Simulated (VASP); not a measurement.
# P (P4/mmm) in VASP: notebook, part 3 of 4

VASP 6.6.1. The steps go on from the part before.

### 5 Single point, r2SCAN (strain -0.015 along x and y, -0.030 along z)

File POSCAR:

```
P
1.0
    4.2088112845      0.0000000000      0.0000000000
    0.0000000000      4.2088112845      0.0000000000
    0.0000000000      0.0000000000      4.2466600000
P
1
Direct
    0.0000000000      0.0000000000      0.0000000000
```

File INCAR.step1:

```
SYSTEM = P
PREC = Accurate
ENCUT = 520
ISMEAR = 0
SIGMA = 0.15
LREAL = .False.
LASPH = .True.
NELM = 60
NBANDS = 8
GGA = PE
ALGO = Normal
EDIFF = 1E-4
LWAVE = .True.
LCHARG = .False.
```

File INCAR.step2:

```
SYSTEM = P
PREC = Accurate
ENCUT = 520
EDIFF = 1E-7
ISMEAR = 0
SIGMA = 0.15
LREAL = .False.
LASPH = .True.
NELM = 60
ALGO = Normal
ISIF = 2
LWAVE = .False.
LCHARG = .True.
METAGGA = R2SCAN
LMIXTAU = .True.
LELF = .True.
LVHAR = .True.
NBANDS = 8
ISTART = 1
```

File KPOINTS:

```
Automatic mesh
0
Gamma
  12 12 12
  0 0 0
```

Potentials or basis: VASP PAW PBE potentials, release 64 (P).

Started as:

```bash
$ cat potpaw_PBE.64/P/POTCAR > POTCAR
$ cp INCAR.step1 INCAR
$ mpirun -np 1 vasp_std > vasp.out
$ cp INCAR.step2 INCAR
$ mpirun -np 1 vasp_std > vasp.out
```

OUTCAR:

```text
SYSTEM = P
   PREC = Accurate
   ENCUT = 520
   EDIFF = 1E-7
   ISMEAR = 0
   LREAL = .False.
   LASPH = .True.
   NELM = 60
   ISIF = 2
   METAGGA = R2SCAN
   ISTART = 1

 ion  position               nearest neighbor table
   1  0.000  0.000  0.000-

  LATTYP: Found a simple tetragonal cell.
 ALAT       =     4.2088112845
 C/A-ratio  =     1.0089927329

  Lattice vectors:

 A1 = (   4.2088112845,   0.0000000000,   0.0000000000)
 A2 = (   0.0000000000,   4.2088112845,   0.0000000000)
 A3 = (   0.0000000000,   0.0000000000,   4.2466600000)

Analysis of symmetry for initial positions (statically):
=====================================================================
 Subroutine PRICEL returns:
 Original cell was already a primitive cell.

 Routine SETGRP: Setting up the symmetry group for a
 simple tetragonal supercell.

 Subroutine GETGRP returns: Found 16 space group operations
 (whereof 16 operations were pure point group operations)
 out of a pool of 16 trial point group operations.

The static configuration has the point symmetry D_4h.

Analysis of symmetry for dynamics (positions and initial velocities):
=====================================================================
 Subroutine PRICEL returns:
 Original cell was already a primitive cell.

 Routine SETGRP: Setting up the symmetry group for a
 simple tetragonal supercell.

 Subroutine GETGRP returns: Found 16 space group operations
 (whereof 16 operations were pure point group operations)
 out of a pool of 16 trial point group operations.

The dynamic configuration has the point symmetry D_4h.

 Subroutine INISYM returns: Found 16 space group operations
 (whereof 16 operations are pure point group operations),
 and found     1 'primitive' translations

----------------------------------------------------------------------------------------

                                     Primitive cell

  volume of cell :      75.2257

  direct lattice vectors                    reciprocal lattice vectors
     4.208811285  0.000000000  0.000000000     0.237596778  0.000000000  0.000000000
     0.000000000  4.208811285  0.000000000     0.000000000  0.237596778  0.000000000
     0.000000000  0.000000000  4.246660000     0.000000000  0.000000000  0.235479177

  length of vectors
     4.208811285  4.208811285  4.246660000     0.237596778  0.237596778  0.235479177

  position of ions in fractional coordinates (direct lattice)
     0.000000000  0.000000000  0.000000000

  ion indices of the primitive-cell ions
   primitive index   ion index
                 1           1

----------------------------------------------------------------------------------------

 KPOINTS: Automatic mesh

Automatic generation of k-mesh.
 Grid dimensions read from file:
 generate k-points for:   12   12   12

 Generating k-lattice:

  Cartesian coordinates                     Fractional coordinates (reciprocal lattice)
     0.019799731  0.000000000  0.000000000     0.083333333  0.000000000  0.000000000
     0.000000000  0.019799731  0.000000000     0.000000000  0.083333333  0.000000000
     0.000000000  0.000000000  0.019623265     0.000000000  0.000000000  0.083333333

  Length of vectors
     0.019799731  0.019799731  0.019623265

  Shift w.r.t. Gamma in fractional coordinates (k-lattice)
     0.000000000  0.000000000  0.000000000

 Subroutine IBZKPT returns following result:
 ===========================================

 Found    196 irreducible k-points:

 Following reciprocal coordinates:
            Coordinates               Weight
  0.000000  0.000000  0.000000      1.000000
  0.083333  0.000000  0.000000      4.000000
  0.166667  0.000000  0.000000      4.000000
  0.250000  0.000000  0.000000      4.000000
  0.333333  0.000000  0.000000      4.000000
  0.416667  0.000000  0.000000      4.000000
[... 16 lines left out ...]
  0.333333  0.333333  0.000000      4.000000
  0.416667  0.333333  0.000000      8.000000
 [... further k-points ...]
   k-points           NKPTS =    196   k-points in BZ     NKDIM =    196   number of bands    NBANDS=      8
   number of dos      NEDOS =    301   number of ions     NIONS =      1
   total plane-waves  NPLWV =  32768
   dimension x,y,z NGX =    32 NGY =   32 NGZ =   32
   dimension x,y,z NGXF=    64 NGYF=   64 NGZF=   64
   ions per type =               1
   NGX,Y,Z   is equivalent  to a cutoff of  12.64, 12.64, 12.53 a.u.
   NGXF,Y,Z  is equivalent  to a cutoff of  25.28, 25.28, 25.05 a.u.
 SYSTEM =  P
   PREC   = accura    normal or accurate (medium, high low for compatibility)
   ISTART =      1    job   : 0-new  1-cont  2-samecut
   ICHARG =      0    charge: 1-file 2-atom 10-const
   ISPIN  =      1    spin polarized calculation?
   LNONCOLLINEAR =      F non collinear calculations
   LSORBIT =      F    spin-orbit coupling
   LASPH  =      T    aspherical Exc in radial PAW
   ENCUT  =  520.0 eV  38.22 Ry    6.18 a.u.   7.83  7.83  7.90*2*pi/ulx,y,z
   NELM   =     60;   NELMIN=  2; NELMDL=  0     # of ELM steps
   EDIFF  = 0.1E-06   stopping-criterion for ELM
   LREAL  =      F    real-space projection
   EDIFFG = 0.1E-05   stopping-criterion for IOM
   NSW    =      0    number of steps for IOM
   IBRION =     -1    ionic relax: 0-MD 1-quasi-New 2-CG
   NFREE  =      0    steps in history (QN), initial steepest desc. (CG)
   ISIF   =      2    stress and relaxation
   ISYM   =      2    0-nonsym 1-usesym 2-fastsym
   POTIM  = 0.5000    time-step for ionic-motion
   TEBEG  =    0.0;   TEEND  =   0.0 temperature during run
   PSTRESS=    0.0 pullay stress
   NELECT =       5.0000    total number of electrons
   NUPDOWN=      -1.0000    fix difference up-down
   EMIN   =  10.00;   EMAX   =-10.00  energy-range for DOS
   EFERMI =   0.00;   METHOD = LEGACY
   ISMEAR =     0;   SIGMA  =   0.15  broadening in eV -4-tet -1-fermi 0-gaus
   EFERMI_NEDOS =   21; number of points for ismear=-14 and -15
   IALGO  =     38    algorithm
   IMIX   =      4    mixing-type and parameters
     AMIX     =   0.40;   BMIX     =  1.00
     AMIX_MAG =   1.60;   BMIX_MAG =  1.00
  volume/ion in A,a.u.               =      75.23       507.65
  Fermi-wavevector in a.u.,A,eV,Ry     =   0.663146  1.253165  5.983339  0.439763
  Thomas-Fermi vector in A             =   1.736435
   LORBIT       =      0    0 simple, 1 ext, 2 COOP (PROOUT), +10 PAW based schemes
   METAGGA = R2SCAN    functional components
   LHFCALC =     F    Hartree Fock is set to
   AEXX    =    0.0000 exact exchange contribution
   IVDW    =     0    specifies the selected vdW correction
   LEPSILON=     F    determine dielectric tensor
   LRPA    =     F    only Hartree local field effects (RPA)
 non-spin polarized calculation
 Gauss-broadening in eV      SIGMA  =   0.15
  energy-cutoff  :      520.00
  volume of cell :       75.23
 maximum number of plane-waves:      2044
 NGX is ok and might be reduce to    32
   NGX = 15   NGY = 15   NGZ = 15

 number of electron       5.0000000 magnetization

 Free energy of the ion-electron system (eV)
  ---------------------------------------------------
  ext. energy  EPLUGINS =         0.00000000
  ---------------------------------------------------
  free energy    TOTEN  =        -4.45040177 eV

  energy without entropy =       -4.41774017  energy(sigma->0) =       -4.43407097

 E-fermi :  -3.0699     XC(G=0):  -5.3905

 val. band max:       -3.0708469840   @ k =   0.2500   0.0000   0.5000
 cond. band min:      -3.0684718050   @ k =   0.4167   0.0833   0.2500
 fundamental gap:      0.0023751790
 Fermi energy:        -3.0699278591

 k-point     1 :       0.0000    0.0000    0.0000
  band No.  band energies     occupation
      1     -12.3071      2.00000
      2      -2.4980      0.00000
      3      -2.4503      0.00000
      4      -2.4503      0.00000
      5       2.0530      0.00000
      6       5.0322      0.00000
      7       5.0659      0.00000
      8      10.0155      0.00000
[... 243 lines left out ...]
 k-point    24 :       0.4167    0.3333    0.0000
  band No.  band energies     occupation
      1     -11.9659      2.00000
      2      -3.6961      2.00000
      3      -3.4040      1.99836
      4      -2.2247      0.00000
      5       3.5457      0.00000
      6       5.3671      0.00000
      7       7.3199      0.00000
      8       7.4718      0.00000

 [... further k-points ...]
[... 5 lines left out ...]
  --------------------------------------------------------------------------------------
  -------------------------------------------------------------------------------------
  Total       -2.1516239     -2.1516239     -2.0766344      0.0000000      0.0000000      0.0000000
  in kB      -45.8258520    -45.8258520    -44.2287062      0.0000000      0.0000000      0.0000000
  external PRESSURE =     -45.2934701 kB  Pullay stress =       0.0000000 kB

 VOLUME and BASIS-vectors are now :
 -----------------------------------------------------------------------------
  energy-cutoff  :      520.00
  volume of cell :       75.23
      direct lattice vectors                 reciprocal lattice vectors
     4.208811285  0.000000000  0.000000000     0.237596778  0.000000000  0.000000000
     0.000000000  4.208811285  0.000000000     0.000000000  0.237596778  0.000000000
     0.000000000  0.000000000  4.246660000     0.000000000  0.000000000  0.235479177

 POSITION                                       TOTAL-FORCE (eV/Angst)
 -----------------------------------------------------------------------------------
      0.00000      0.00000      0.00000         0.000000      0.000000      0.000000
 -----------------------------------------------------------------------------------
    total drift:                               -0.000000      0.000000      0.000000

  FREE ENERGIE OF THE ION-ELECTRON SYSTEM (eV)
  ---------------------------------------------------
  free  energy   TOTEN  =        -4.4504017692 eV

  energy  without entropy=       -4.4177401686  energy(sigma->0) =       -4.43407097
```

OSZICAR.step1:

```text
N       E                     dE             d eps       ncg     rms          rms(c)
DAV:   1     0.770235513035E+01    0.77024E+01   -0.12769E+03  3136   0.355E+02
DAV:   2    -0.861612004975E+00   -0.85640E+01   -0.84305E+01  4328   0.459E+01
DAV:   3    -0.127517313450E+01   -0.41356E+00   -0.39902E+00  3856   0.104E+01
DAV:   4    -0.127894755393E+01   -0.37744E-02   -0.37722E-02  5520   0.113E+00
DAV:   5    -0.127895266066E+01   -0.51067E-05   -0.51067E-05  4240   0.317E-02    0.563E-01
DAV:   6    -0.126463226488E+01    0.14320E-01   -0.25898E-02  4416   0.606E-01    0.285E-01
DAV:   7    -0.126190683914E+01    0.27254E-02   -0.24302E-02  4072   0.616E-01    0.143E-01
DAV:   8    -0.126260662396E+01   -0.69978E-03   -0.88916E-04  4600   0.163E-01    0.196E-02
DAV:   9    -0.126261251255E+01   -0.58886E-05   -0.37228E-06  4192   0.134E-02
   1 F= -.12626125E+01 E0= -.12452566E+01  d E =-.347118E-01
```

Run time: 7.8 min. Hardware: 1 thread of Oxide Virtual Turin-like, shared host; peak memory 0.21 GiB.

Results:

```
Free energy            : -4.4504 eV
Pressure               : -4.5 GPa
Band gap on the k mesh : zero (an odd number of electrons rules out a gap without spin polarisation)
```

Caveat: the cell differs from its parent crystal (strain -0.015 along x and y, -0.030 along z); the cell stands under tension; the nearest neighbours stand farther apart than a usual bond; the PAW data sets were made with another functional, which shifts forces and pressure a little; an odd number of electrons without spin polarisation forces a metal; a magnetic or distorted state may lie lower.

[end of part 3 of 4]
